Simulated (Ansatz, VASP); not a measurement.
# Bi2Se3: VASP beside Ansatz

The input INCAR:

```
ALGO     = Normal         # electronic algorithm
EDIFF    = 1E-7           # SCF threshold, eV
ENCUT    = 520            # plane-wave cutoff, eV
GGA      = PE             # functional
ISIF     = 2              # what is computed and relaxed
ISMEAR   = 0              # smearing method
LASPH    = T              # aspherical terms in the spheres
LCHARG   = F              # write CHGCAR
LREAL    = F              # projectors in reciprocal space
LWAVE    = F              # write WAVECAR
NBANDS   = 32             # bands
NELM     = 80             # most SCF steps
PREC     = Accurate       # precision mode
SIGMA    = 0.03           # smearing width, eV
```

The input KPOINTS:

```
k-points
0
Gamma
  12 12 12
```

Contents of POSCAR:

```
Bi2Se3
1.0
    1.9057793531      1.1003022225      8.7817036000
   -1.9057793531      1.1003022225      8.7817036000
    0.0000000000     -2.2006044450      8.7817036000
Bi Se
2 3
Direct
    0.4008000000      0.4008000000      0.4008000000
    0.5992000000      0.5992000000      0.5992000000
    0.0000000000      0.0000000000      0.0000000000
    0.2117000000      0.2117000000      0.2117000000
    0.7883000000      0.7883000000      0.7883000000
```

Input for Ansatz:

```yaml
crystal:
  lattice:
    - [1.9057793531, 1.1003022225, 8.7817036]
    - [-1.9057793531, 1.1003022225, 8.7817036]
    - [0.0, -2.200604445, 8.7817036]
  atoms:
    - { symbol: Bi, position: [0.4008, 0.4008, 0.4008] }
    - { symbol: Bi, position: [0.5992, 0.5992, 0.5992] }
    - { symbol: Se, position: [0.0, 0.0, 0.0] }
    - { symbol: Se, position: [0.2117, 0.2117, 0.2117] }
    - { symbol: Se, position: [0.7883, 0.7883, 0.7883] }
basis:
  ecutwfc: 420
kpoints:
  mp_grid: { grid: [12, 12, 12] }
hamiltonian:
  xc: pbe
scf:
  occupations: { method: gaussian, width: 0.03 }
output:
  forces: true
  stress: true
  eigenvalues: true
```

Change from the starting cell: strain -0.080 along x and y, -0.080 along z, atoms carried along.

Alike in both runs: task single point; functional PBE; k mesh 12 × 12 × 12; occupations gaussian, width 0.03 eV; no spin polarisation.

```csv
,VASP,Ansatz
version,VASP 6.6.1,Ansatz 0.2.0
potentials or method,"VASP PAW PBE potentials, release 64 (Bi_d, Se), cutoff 520 eV","scalar-relativistic, plane waves, PAW"
valence electrons in the cell,48,78
```

Ansatz gave:

| Item | Value |
| --- | --- |
| gap on the k mesh at the Fermi level (eV) | 0.08 |
| least direct gap on the mesh (eV) | 0.08 |
| pressure (GPa) | 31.4 |
| traceless stress, the component that is largest in VASP (GPa) | -0.28 |
| rms of the force components (eV/Å) | 1.116 |

Question: Estimate VASP's values.

Answer: gap on the k mesh at the Fermi level (eV): 0.08; least direct gap on the mesh (eV): 0.08; pressure (GPa): 31.6; traceless stress, the component that is largest in VASP (GPa): -0.29; rms of the force components (eV/Å): 1.130.

Atom by atom the forces differ by 0.014 eV/Å (rms over components). Both programs put the cell under a high pressure, so it lies far from rest at this level. With one functional, cell and mesh, what is left measures potentials, basis and numerics. VASP's potentials hold 48 valence electrons a cell and Ansatz's 78, so a difference there can come from the potentials and not from the codes.

Neither program's run includes spin-orbit coupling.
